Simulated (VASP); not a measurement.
# CdI2 (P-3m1) in VASP: a series of runs

Runs on CdI2. Level: PBEsol. Tasks: single point, relaxation of cell and atoms.

Program: VASP 6.6.1. These are calculated values, not measurements. Logs are shortened: lines on timing, memory, paths and dates and some standing lists are left out, and cuts for length are marked.

## 1. The cell of the first run

It takes space group P-3m1 (No. 164, trigonal). Conventional cell: a = 4.220 Å, b = 4.220 Å, c = 6.963 Å, α = 90.00°, β = 90.00°, γ = 120.00°. Within 3.9 Å of Cd (site symmetry -3m) lie 6 I at 2.97 Å. Within 3.9 Å of I (site symmetry 3m) lie 3 Cd at 2.97 Å.

## 2. Single point, PBEsol

File INCAR:

```
ALGO = Normal
EDIFF = 1E-6
ENCUT = 500
GGA = PS
GGA_COMPAT = F
ISIF = 2
ISMEAR = 0
LASPH = T
LCHARG = F
LREAL = F
LWAVE = F
NBANDS = 20
NELM = 120
PREC = Accurate
SIGMA = 0.02
```

File KPOINTS:

```
k-points
0
Gamma
  9 9 4
```

File POSCAR:

```
CdI2
1.0
    4.2195758639      0.0000000000      0.0000000000
   -2.1097879319      3.6542598913      0.0000000000
    0.0000000000      0.0000000000      6.9634889058
Cd I
1 2
Direct
    0.0000000000      0.0000000000      0.0000000000
    0.3333333333      0.6666666667      0.2448114584
    0.6666666667      0.3333333333      0.7551885416
```

Potentials or basis: VASP PAW PBE potentials, release 64 (Cd, I).

Run with:

```
$ cat potpaw_PBE.64/Cd/POTCAR potpaw_PBE.64/I/POTCAR > POTCAR
$ mpirun -np 1 vasp_std > vasp.out
```

OUTCAR:

```text
EDIFF = 1E-6
   ENCUT = 500
   GGA = PS
   ISIF = 2
   ISMEAR = 0
   LASPH = T
   LREAL = F
   NELM = 120
   PREC = Accurate

 ion  position               nearest neighbor table
   1  0.000  0.000  0.000-   2 2.97   3 2.97   2 2.97   3 2.97   3 2.97   2 2.97
   2  0.333  0.667  0.245-   1 2.97   1 2.97   1 2.97
   3  0.667  0.333  0.755-   1 2.97   1 2.97   1 2.97

  LATTYP: Found a hexagonal cell.
 ALAT       =     4.2195758639
 C/A-ratio  =     1.6502817180

  Lattice vectors:

 A1 = (   4.2195758639,   0.0000000000,   0.0000000000)
 A2 = (  -2.1097879319,   3.6542598913,   0.0000000000)
 A3 = (   0.0000000000,   0.0000000000,   6.9634889058)

Analysis of symmetry for initial positions (statically):
=====================================================================
 Subroutine PRICEL returns:
 Original cell was already a primitive cell.

 Routine SETGRP: Setting up the symmetry group for a
 hexagonal supercell.

 Subroutine GETGRP returns: Found 12 space group operations
 (whereof 12 operations were pure point group operations)
 out of a pool of 24 trial point group operations.

The static configuration has the point symmetry D_3d.

Analysis of symmetry for dynamics (positions and initial velocities):
=====================================================================
 Subroutine PRICEL returns:
 Original cell was already a primitive cell.

 Routine SETGRP: Setting up the symmetry group for a
 hexagonal supercell.

 Subroutine GETGRP returns: Found 12 space group operations
 (whereof 12 operations were pure point group operations)
 out of a pool of 24 trial point group operations.

The dynamic configuration has the point symmetry D_3d.

 Subroutine INISYM returns: Found 12 space group operations
 (whereof 12 operations are pure point group operations),
 and found     1 'primitive' translations

----------------------------------------------------------------------------------------

                                     Primitive cell

  volume of cell :     107.3730

  direct lattice vectors                    reciprocal lattice vectors
     4.219575864  0.000000000  0.000000000     0.236990644  0.136826612  0.000000000
    -2.109787932  3.654259891  0.000000000     0.000000000  0.273653224  0.000000000
     0.000000000  0.000000000  6.963488906     0.000000000  0.000000000  0.143606174

  length of vectors
     4.219575864  4.219575864  6.963488906     0.273653224  0.273653224  0.143606174

  position of ions in fractional coordinates (direct lattice)
     0.000000000  0.000000000  0.000000000
     0.333333333  0.666666667  0.244811458
     0.666666667  0.333333333  0.755188542

  ion indices of the primitive-cell ions
   primitive index   ion index
                 1           1
                 2           2
                 3           3

----------------------------------------------------------------------------------------

 KPOINTS: k-points

Automatic generation of k-mesh.
 Grid dimensions read from file:
 generate k-points for:    9    9    4

 Generating k-lattice:

  Cartesian coordinates                     Fractional coordinates (reciprocal lattice)
     0.026332294  0.015202957  0.000000000     0.111111111  0.000000000  0.000000000
     0.000000000  0.030405914  0.000000000     0.000000000  0.111111111  0.000000000
     0.000000000  0.000000000  0.035901544     0.000000000  0.000000000  0.250000000

  Length of vectors
     0.030405914  0.030405914  0.035901544

  Shift w.r.t. Gamma in fractional coordinates (k-lattice)
     0.000000000  0.000000000  0.000000000

 Subroutine IBZKPT returns following result:
 ===========================================

 Found     43 irreducible k-points:

 Following reciprocal coordinates:
            Coordinates               Weight
  0.000000  0.000000  0.000000      1.000000
  0.111111  0.000000  0.000000      6.000000
  0.222222  0.000000  0.000000      6.000000
  0.333333  0.000000  0.000000      6.000000
  0.444444  0.000000  0.000000      6.000000
  0.111111  0.111111  0.000000      6.000000
[... 16 lines left out ...]
  0.222222  0.111111  0.250000     12.000000
 -0.111111  0.333333  0.250000     12.000000
 [... further k-points ...]
   k-points           NKPTS =     43   k-points in BZ     NKDIM =     43   number of bands    NBANDS=     20
   number of dos      NEDOS =    301   number of ions     NIONS =      3
   total plane-waves  NPLWV =  55296
   dimension x,y,z NGX =    32 NGY =   32 NGZ =   54
   dimension x,y,z NGXF=    64 NGYF=   64 NGZF=  108
   ions per type =               1   2
   NGX,Y,Z   is equivalent  to a cutoff of  12.61, 12.61, 12.89 a.u.
   NGXF,Y,Z  is equivalent  to a cutoff of  25.22, 25.22, 25.78 a.u.
 SYSTEM =  unknown system
   PREC   = accura    normal or accurate (medium, high low for compatibility)
   ISTART =      0    job   : 0-new  1-cont  2-samecut
   ICHARG =      2    charge: 1-file 2-atom 10-const
   ISPIN  =      1    spin polarized calculation?
   LNONCOLLINEAR =      F non collinear calculations
   LSORBIT =      F    spin-orbit coupling
   LASPH  =      T    aspherical Exc in radial PAW
   ENCUT  =  500.0 eV  36.75 Ry    6.06 a.u.   7.69  7.69 12.70*2*pi/ulx,y,z
   NELM   =    120;   NELMIN=  2; NELMDL= -5     # of ELM steps
   EDIFF  = 0.1E-05   stopping-criterion for ELM
   LREAL  =      F    real-space projection
   EDIFFG = 0.1E-04   stopping-criterion for IOM
   NSW    =      0    number of steps for IOM
   IBRION =     -1    ionic relax: 0-MD 1-quasi-New 2-CG
   NFREE  =      0    steps in history (QN), initial steepest desc. (CG)
   ISIF   =      2    stress and relaxation
   ISYM   =      2    0-nonsym 1-usesym 2-fastsym
   POTIM  = 0.5000    time-step for ionic-motion
   TEBEG  =    0.0;   TEEND  =   0.0 temperature during run
   PSTRESS=    0.0 pullay stress
   NELECT =      26.0000    total number of electrons
   NUPDOWN=      -1.0000    fix difference up-down
   EMIN   =  10.00;   EMAX   =-10.00  energy-range for DOS
   EFERMI =   0.00;   METHOD = LEGACY
   ISMEAR =     0;   SIGMA  =   0.02  broadening in eV -4-tet -1-fermi 0-gaus
   EFERMI_NEDOS =   21; number of points for ismear=-14 and -15
   IALGO  =     38    algorithm
   IMIX   =      4    mixing-type and parameters
     AMIX     =   0.40;   BMIX     =  1.00
     AMIX_MAG =   1.60;   BMIX_MAG =  1.00
  volume/ion in A,a.u.               =      35.79       241.53
  Fermi-wavevector in a.u.,A,eV,Ry     =   1.020393  1.928264 14.166418  1.041202
  Thomas-Fermi vector in A             =   2.153960
   LORBIT       =      0    0 simple, 1 ext, 2 COOP (PROOUT), +10 PAW based schemes
   GGA     = PS    functional components
   LHFCALC =     F    Hartree Fock is set to
   AEXX    =    0.0000 exact exchange contribution
   IVDW    =     0    specifies the selected vdW correction
   LEPSILON=     F    determine dielectric tensor
   LRPA    =     F    only Hartree local field effects (RPA)
 non-spin polarized calculation
 Gauss-broadening in eV      SIGMA  =   0.02
  energy-cutoff  :      500.00
  volume of cell :      107.37
 maximum number of plane-waves:      2754
 NGX is ok and might be reduce to    32
   NGX = 15   NGY = 15   NGZ = 25

 number of electron      25.9999994 magnetization

 Free energy of the ion-electron system (eV)
  ---------------------------------------------------
  ext. energy  EPLUGINS =         0.00000000
  ---------------------------------------------------
  free energy    TOTEN  =        -6.37699010 eV

  energy without entropy =       -6.37699010  energy(sigma->0) =       -6.37699010

 E-fermi :   2.0005     XC(G=0):  -8.7188

 val. band max:        1.9054391698   @ k =   0.1111   0.0000   0.2500
 cond. band min:       4.2473946851   @ k =   0.0000   0.4444   0.2500
 fundamental gap:      2.3419555153
 Fermi energy:         2.0004903591

 k-point     1 :       0.0000    0.0000    0.0000
  band No.  band energies     occupation
      1     -10.3183      2.00000
      2      -9.6156      2.00000
      3      -5.6885      2.00000
      4      -5.6885      2.00000
      5      -5.5668      2.00000
      6      -5.4739      2.00000
[... 12 lines left out ...]
     19      10.8347      0.00000
     20      10.9818      0.00000

 k-point     2 :       0.1111    0.0000    0.0000
  band No.  band energies     occupation
      1     -10.2547      2.00000
      2      -9.6046      2.00000
      3      -5.6782      2.00000
      4      -5.6582      2.00000
      5      -5.5526      2.00000
      6      -5.4775      2.00000
[... 12 lines left out ...]
     19      10.4029      0.00000
     20      10.5754      0.00000

 k-point     3 :       0.2222    0.0000    0.0000
  band No.  band energies     occupation
      1     -10.0827      2.00000
      2      -9.5791      2.00000
      3      -5.6583      2.00000
      4      -5.5909      2.00000
      5      -5.5100      2.00000
      6      -5.4786      2.00000
[... 12 lines left out ...]
     19       9.7879      0.00000
     20      10.7406      0.00000

 k-point     4 :       0.3333    0.0000    0.0000
  band No.  band energies     occupation
      1      -9.8598      2.00000
      2      -9.5591      2.00000
      3      -5.6477      2.00000
      4      -5.5676      2.00000
      5      -5.4799      2.00000
      6      -5.4345      2.00000
[... 12 lines left out ...]
     19      10.3039      0.00000
     20      10.7937      0.00000

 k-point     5 :       0.4444    0.0000    0.0000
  band No.  band energies     occupation
      1      -9.6713      2.00000
      2      -9.5758      2.00000
      3      -5.6470      2.00000
      4      -5.5767      2.00000
      5      -5.4696      2.00000
      6      -5.4095      2.00000
[... 12 lines left out ...]
     19      10.7485      0.00000
     20      11.2834      0.00000

 k-point     6 :       0.1111    0.1111    0.0000
  band No.  band energies     occupation
      1     -10.1368      2.00000
      2      -9.5862      2.00000
      3      -5.6634      2.00000
      4      -5.6047      2.00000
      5      -5.5291      2.00000
      6      -5.4791      2.00000
[... 12 lines left out ...]
     19       9.6774      0.00000
     20      10.9286      0.00000

 k-point     7 :       0.2222    0.1111    0.0000
  band No.  band energies     occupation
      1      -9.9388      2.00000
      2      -9.5621      2.00000
      3      -5.6453      2.00000
      4      -5.5547      2.00000
      5      -5.4930      2.00000
      6      -5.4536      2.00000
[... 12 lines left out ...]
     19       9.4624      0.00000
     20      11.0142      0.00000
[... 277 lines left out ...]
 k-point    20 :       0.4444    0.0000    0.2500
  band No.  band energies     occupation
      1      -9.6311      2.00000
      2      -9.6149      2.00000
      3      -5.6476      2.00000
      4      -5.5781      2.00000
      5      -5.4654      2.00000
      6      -5.4095      2.00000
[... 12 lines left out ...]
     19      10.7603      0.00000
     20      11.9883      0.00000

 k-point    21 :       0.0000    0.4444    0.2500
  band No.  band energies     occupation
      1      -9.6896      2.00000
      2      -9.5529      2.00000
      3      -5.6478      2.00000
      4      -5.5795      2.00000
      5      -5.4680      2.00000
      6      -5.4095      2.00000
[... 12 lines left out ...]
     19      10.3248      0.00000
     20      11.8197      0.00000

 k-point    22 :       0.1111    0.1111    0.2500
  band No.  band energies     occupation
      1     -10.0845      2.00000
      2      -9.6517      2.00000
      3      -5.6629      2.00000
      4      -5.6132      2.00000
      5      -5.5258      2.00000
      6      -5.4804      2.00000
[... 12 lines left out ...]
     19      10.0703      0.00000
     20      10.3402      0.00000

 k-point    23 :       0.2222    0.1111    0.2500
  band No.  band energies     occupation
      1      -9.8908      2.00000
      2      -9.6168      2.00000
      3      -5.6441      2.00000
      4      -5.5564      2.00000
      5      -5.4926      2.00000
      6      -5.4563      2.00000
[... 12 lines left out ...]
     19       9.9733      0.00000
     20      10.8014      0.00000

 k-point    24 :      -0.1111    0.3333    0.2500
  band No.  band energies     occupation
      1      -9.9031      2.00000
      2      -9.6013      2.00000
      3      -5.6442      2.00000
      4      -5.5631      2.00000
      5      -5.4912      2.00000
      6      -5.4624      2.00000
[... 12 lines left out ...]
     19       9.5027      0.00000
     20      10.6484      0.00000

 [... further k-points ...]
[... 5 lines left out ...]
  --------------------------------------------------------------------------------------
  -------------------------------------------------------------------------------------
  Total        0.0956019      0.0956019      0.0813460      0.0000000      0.0000000     -0.0000000
  in kB        1.4265332      1.4265332      1.2138130      0.0000000      0.0000000     -0.0000000
  external PRESSURE =       1.3556265 kB  Pullay stress =       0.0000000 kB

 VOLUME and BASIS-vectors are now :
 -----------------------------------------------------------------------------
  energy-cutoff  :      500.00
  volume of cell :      107.37
      direct lattice vectors                 reciprocal lattice vectors
     4.219575864  0.000000000  0.000000000     0.236990644  0.136826612  0.000000000
    -2.109787932  3.654259891  0.000000000     0.000000000  0.273653224  0.000000000
     0.000000000  0.000000000  6.963488906     0.000000000  0.000000000  0.143606174

 POSITION                                       TOTAL-FORCE (eV/Angst)
 -----------------------------------------------------------------------------------
      0.00000      0.00000      0.00000         0.000000      0.000000      0.000000
     -0.00000      2.43617      1.70474        -0.000000      0.000000      0.023134
      2.10979      1.21809      5.25875         0.000000     -0.000000     -0.023134
 -----------------------------------------------------------------------------------
    total drift:                                0.000000     -0.000000      0.000000

  FREE ENERGIE OF THE ION-ELECTRON SYSTEM (eV)
  ---------------------------------------------------
  free  energy   TOTEN  =        -6.3769900977 eV

  energy  without entropy=       -6.3769900977  energy(sigma->0) =       -6.37699010
```

It took 28 s on 1 thread of Intel Xeon 6975P-C (Granite Rapids), shared host; peak memory 0.26 GiB.

Results:

```
Free energy            : -6.3770 eV
Pressure               : 0.1 GPa
Largest force          : 0.023 eV/Å
Band gap on the k mesh : 2.34 eV (least direct gap 2.56 eV)
```

Forces on the atoms (eV/Å):
```
Cd   0.000  0.000  0.000
I    0.000  0.000  0.023
I    0.000  0.000 -0.023
```

Caveat: the PAW data sets were made with another functional, which shifts forces and pressure a little; spin-orbit coupling is left out, which moves the levels of the heavy elements; an odd mesh through Γ misses points on the zone boundary, where band edges can lie; this functional lacks dispersion, which binds the layers, so the pressure and a relaxed spacing across them are unreliable.

(Part 1 of 2 ends here.)
